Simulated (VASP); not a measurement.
Ag4F, 5 atoms in the cell. The cell holds a slab with vacuum, 5 atoms: a = 2.867 Å, b = 2.867 Å, c = 26.022 Å, α = 90.00°, β = 90.00°, γ = 120.00°. 

| Property | Result |
| --- | --- |
| Program | VASP 6.6.1 |
| Task | single point |
| Functional | PBEsol |
| Potentials or basis | VASP PAW PBE potentials, release 64 (Ag, F) |
| Cutoff | 520 eV |
| k mesh | 12 × 12 × 1 |
| Occupations | gaussian, width 0.1 eV |
| Spin | no spin polarisation |
| Dipole correction | yes |
| Further INCAR settings | ALGO = Normal; EDIFF = 1e-06; NBANDS = 34 |

Potentials or basis: VASP PAW PBE potentials, release 64 (Ag, F).

The run is started by

```bash
$ cat potpaw_PBE.64/Ag/POTCAR potpaw_PBE.64/F/POTCAR > POTCAR
$ mpirun -np 1 vasp_std > vasp.out
```

Hardware: 1 thread of AMD EPYC 9R45 96-Core Processor (Zen 5), on a shared host.

Question: Estimate the wall time of this run.

Answer: It took 5.4 min on 1 thread of AMD EPYC 9R45 96-Core Processor (Zen 5), on a shared host, peak memory 0.42 GiB. Counts: scf iterations 29, k points 43.
